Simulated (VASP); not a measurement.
Here is a VASP 6.6.1 calculation.

INCAR

```
PREC = Accurate
ENCUT = 520
EDIFF = 1E-6
ISMEAR = 0
SIGMA = 0.01
LREAL = False
LASPH = True
NELM = 100
ALGO = Normal
ISIF = 2
LWAVE = False
LCHARG = False
GGA = PS
NBANDS = 15
```

KPOINTS

```
Automatic mesh
0
Gamma
  6 6 6
```

File POSCAR:

```
RbBr
1.0
    3.9498679224      0.0000000000      0.0000000000
    0.0000000000      3.9498679224      0.0000000000
    0.0000000000      0.0000000000      3.9498679224
Rb Br
1 1
Direct
    0.0000000000      0.0000000000      0.0000000000
    0.5000000000      0.5000000000      0.5000000000
```

Potentials or basis: VASP PAW PBE potentials, release 64 (Rb_sv, Br).

Run with:

```sh
$ cat potpaw_PBE.64/Rb_sv/POTCAR potpaw_PBE.64/Br/POTCAR > POTCAR
$ mpirun -np 1 vasp_std > vasp.out
```

(1) Estimate the band gap on the k mesh.

(2) Predict the pressure.

Answers

(1) 4.38 eV (least direct gap 4.53 eV).

(2) 2.0 GPa.

Caveat: the PAW data sets were made with another functional, which shifts forces and pressure a little.
